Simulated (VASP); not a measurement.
Ru:

```
CELL_PARAMETERS angstrom
2.72356 0.00000 0.00000
-1.36178 2.35867 0.00000
0.00000 0.00000 4.28908
ATOMIC_POSITIONS crystal
Ru 0.33333 0.66667 0.25000
Ru 0.66667 0.33333 0.75000
```

Base run:

| Item | Value |
| --- | --- |
| Program | VASP 6.6.1 |
| Functional | PBE |
| Potentials or basis | VASP PAW PBE potentials, release 64 (Ru_pv) |
| Cutoff | 520 eV |
| k mesh | 13 × 13 × 7 |
| Occupations | gaussian, width 0.03 eV |
| Spin | no spin polarisation |

Its results: band gap on the k mesh zero (band 14 reaches 13.98 eV, above the bottom of band 15 at 11.05 eV); pressure -0.4 GPa.

After a change of settings the same cell gave: band gap on the k mesh zero (band 14 reaches 14.00 eV, above the bottom of band 15 at 11.06 eV); pressure 1.2 GPa. Which change was it?
A. k mesh from 13 × 13 × 7 to 22 × 22 × 12; occupations from gaussian, width 0.03 eV to fermi-dirac, width 0.1 eV
B. occupations from gaussian, width 0.03 eV to gaussian, width 0.6 eV
C. occupations from gaussian, width 0.03 eV to methfessel-paxton, width 0.01 eV; further incar settings from ALGO = Normal; EDIFF = 1e-06; NBANDS = 21 to ALGO = Normal; EDIFF = 1e-07; NBANDS = 21
D. occupations from gaussian, width 0.03 eV to methfessel-paxton, width 0.2 eV

B.
